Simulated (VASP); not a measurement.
Crystal: BeTe.

```
Be Te
1.0
     0.00000    2.82862    2.82862
     2.82862    0.00000    2.82862
     2.82862    2.82862    0.00000
Be Te
1 1
Direct
  0.00000 0.00000 0.00000
  0.25000 0.25000 0.25000
```

Base run:

| Item | Value |
| --- | --- |
| Program | VASP 6.6.1 |
| Functional | r2SCAN |
| Potentials or basis | VASP PAW PBE potentials, release 64 (Be, Te) |
| Cutoff | 520 eV |
| k mesh | 8 × 8 × 8 |
| Occupations | gaussian, width 0.01 eV |
| Spin | no spin polarisation |

Its results: band gap on the k mesh 2.37 eV, indirect (least direct gap 4.03 eV); pressure 0.2 GPa.

The run is repeated on the same cell with these changes: functional from r2SCAN to PBE; further incar settings from ALGO = Normal; EDIFF = 1e-06; NBANDS = 11 to ALGO = Normal; EDIFF = 1e-07; NBANDS = 11. What comes out?

Band gap on the k mesh 2.01 eV, indirect (least direct gap 3.62 eV); pressure 0.3 GPa.

Caveats: spin-orbit coupling is left out, which moves the levels of the heavy elements; the PAW data sets were made with another functional, which shifts forces and pressure a little (some runs).

A k mesh can miss the band edges.
